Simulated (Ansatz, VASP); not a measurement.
## One calculation of Se, two programs

Contents of POSCAR:

```
Se
1.0
    4.3551700000      0.0000000000      0.0000000000
   -2.1775850000      3.7716878578      0.0000000000
    0.0000000000      0.0000000000      4.9494500000
Se
3
Direct
    0.7830000000      0.7830000000      0.5000000000
    0.0000000000      0.2170000000      0.8333333333
    0.2170000000      0.0000000000      0.1666666667
```

The input INCAR.step1:

```
SYSTEM = Se
PREC = Accurate ; ENCUT = 520
ISMEAR = -1 ; SIGMA = 0.05
LREAL = .False. ; LASPH = .True.
NELM = 80 ; NBANDS = 16
GGA = PE ; ALGO = Normal
EDIFF = 1E-4 ; LWAVE = .True.
LCHARG = .False.
```

File INCAR.step2:

```
SYSTEM = Se
PREC = Accurate ; ENCUT = 520
EDIFF = 1E-6 ; ISMEAR = -1
SIGMA = 0.05 ; LREAL = .False.
LASPH = .True. ; NELM = 80
ALGO = Normal ; ISIF = 2
LWAVE = .False. ; LCHARG = .False.
METAGGA = R2SCAN ; LMIXTAU = .True.
NBANDS = 16 ; ISTART = 1
```

The input KPOINTS:

```
Automatic mesh
0
Gamma
  4 4 3
  0 0 0
```

Contents of input.yaml:

```yaml
crystal:
  lattice:
    - [4.35517, 0.0, 0.0]
    - [-2.177585, 3.7716878578, 0.0]
    - [0.0, 0.0, 4.94945]
  atoms:
    - { symbol: Se, position: [0.783, 0.783, 0.5] }
    - { symbol: Se, position: [0.0, 0.217, 0.8333333333] }
    - { symbol: Se, position: [0.217, 0.0, 0.1666666667] }
hamiltonian:
  xc: r2scan
  pseudopotentials: { kind: paw }
kpoints:
  mp_grid: { grid: [4, 4, 3] }
scf:
  occupations: { method: fermi_dirac, width: 0.05 }
  n_extra_bands: 7
output:
  forces: true
  stress: true
  eigenvalues: true
  dos: { projected: true, de: 0.05, nscf_kmesh: { grid: [6, 6, 5] } }
```

Alike in both runs: functional r2SCAN; k mesh 4 × 4 × 3; occupations fermi-dirac, width 0.05 eV; no spin polarisation.

```csv
,VASP,Ansatz
version,VASP 6.6.1,Ansatz 0.2.0
potentials or method,"VASP PAW PBE potentials, release 64 (Se)",Ansatz PAW
plane-wave cutoff (eV),520,500
valence electrons in the cell,18,48
task,single point,projected density of states
```

VASP gave:

| Item | Value |
| --- | --- |
| gap on the k mesh at the Fermi level (eV) | 1.97 |
| least direct gap on the mesh (eV) | 2.27 |
| pressure (GPa) | 4.0 |
| traceless stress, the component that is largest in VASP (GPa) | 0.95 |
| rms of the force components (eV/Å) | 0.455 |

Task: Which values does Ansatz return?

Result: gap on the k mesh at the Fermi level (eV): 1.98; least direct gap on the mesh (eV): 2.28; pressure (GPa): 4.0; traceless stress, the component that is largest in VASP (GPa): 0.96; rms of the force components (eV/Å): 0.451.

VASP's potentials were made for PBE, not for r2SCAN. Atom by atom the forces differ by 0.004 eV/Å (rms over components). VASP's potentials hold 18 valence electrons a cell and Ansatz's 48, so a difference there can come from the potentials and not from the codes.

The k mesh is coarse, so the values compare programs but aren't converged. Noted on Ansatz's run: odd divisions of the mesh miss points on the zone boundary, where band edges often lie, so the gap on the mesh can be too wide.
